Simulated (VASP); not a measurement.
MoH3: single point with PBE

Crystal: MoH3.

```
H Mo
1.0
     2.92277    0.00000    0.00000
    -1.46139    2.53119    0.00000
     0.00000    0.00000    3.78473
H Mo
3 1
Direct
  0.33333 0.66667 0.77267
  0.66667 0.33333 0.22733
  0.00000 0.00000 0.50000
  0.00000 0.00000 0.00000
```

The cell was generated, and may not be a known phase.

```json
{
 "Program": "VASP 6.6.1",
 "Task": "single point",
 "Functional": "PBE",
 "Potentials or basis": "VASP PAW PBE potentials, release 64 (H, Mo_sv)",
 "Cutoff": "520 eV",
 "k mesh": "18 × 18 × 12",
 "Occupations": "gaussian, width 0.1 eV",
 "Spin": "no spin polarisation"
}
```

| Item | Value |
| --- | --- |
| Pressure | 0.0 GPa |
| Largest force | 0.006 eV/Å |
| Band gap on the k mesh | zero (an odd number of electrons rules out a gap without spin polarisation) |

Forces on the atoms (eV/Å):
```
H    0.000  0.000 -0.006
H    0.000  0.000  0.006
H    0.000  0.000  0.000
Mo   0.000  0.000  0.000
```

Stress tensor (GPa, compression positive):
```
 0.05  0.00  0.00
 0.00  0.05  0.00
 0.00  0.00 -0.03
```

Levels at points of the mesh, in eV from the Fermi level:
```tsv
k point	band 6	band 7	band 8	band 9	band 10	band 11	band 12	band 13
(0.00, 0.00, 0.00)	-5.56	-1.93	-1.14	-1.14	1.45	1.45	8.79	9.79
(0.50, 0.00, 0.00)	-5.08	-4.26	-2.72	0.61	3.02	5.37	7.40	8.98
(0.00, 0.00, 0.50)	-7.10	-1.08	-1.08	-0.53	1.14	1.14	2.47	11.16
(0.50, 0.00, 0.50)	-3.77	-3.61	-1.62	0.13	0.74	3.02	7.07	7.45
```

It took 3.1 min on 1 thread of Intel Xeon 8259CL (shared host), peak memory 0.29 GiB.

Caveat: an odd number of electrons without spin polarisation forces a metal; a magnetic or distorted state may lie lower.
